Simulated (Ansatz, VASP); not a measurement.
# One calculation of SbO5, two programs

```
Sb O
1.0
     3.31549    0.00000    0.00000
    -1.65774    2.87129    0.00000
     0.00000    0.00000   10.14796
Sb O
1 5
Direct
  0.00000 0.00000 0.00000
  0.66667 0.33333 0.88112
  0.00000 0.00000 0.56355
  0.66667 0.33333 0.50000
  0.00000 0.00000 0.43645
  0.66667 0.33333 0.11888
```

Change from the starting cell: species swapped into the MgCd5 type (P-6m2, No. 187).

Alike in both runs: task relaxation of cell and atoms; functional PBE; k mesh 12 × 12 × 4; occupations gaussian, width 0.1 eV; no spin polarisation.

|  | VASP | Ansatz |
| --- | --- | --- |
| version | VASP 6.6.1 | Ansatz 0.2.0 |
| potentials or method | VASP PAW PBE potentials, release 64 (Sb, O), cutoff 600 eV | scalar-relativistic, plane waves, PAW |
| valence electrons in the cell | 35 | 45 |

|  | VASP | Ansatz | Ansatz less VASP |
| --- | --- | --- | --- |
| gap on the k mesh at the Fermi level, each at its own relaxed structure (eV) | none | none | - |
| relaxed volume (Å³/atom) | 15.79 | 16.77 | +0.984 |
| relaxed cell length with the largest relative difference (Å) | 10.120 | 10.601 | +0.4814 |

A gap of «none» marks a metal or a gap that the smearing closes. One of these differences is far larger than is usual between the two programs; its cause wasn't traced. VASP's potentials hold 35 valence electrons a cell and Ansatz's 45, so a difference there can come from the potentials and not from the codes.

Neither program's run includes spin-orbit coupling.
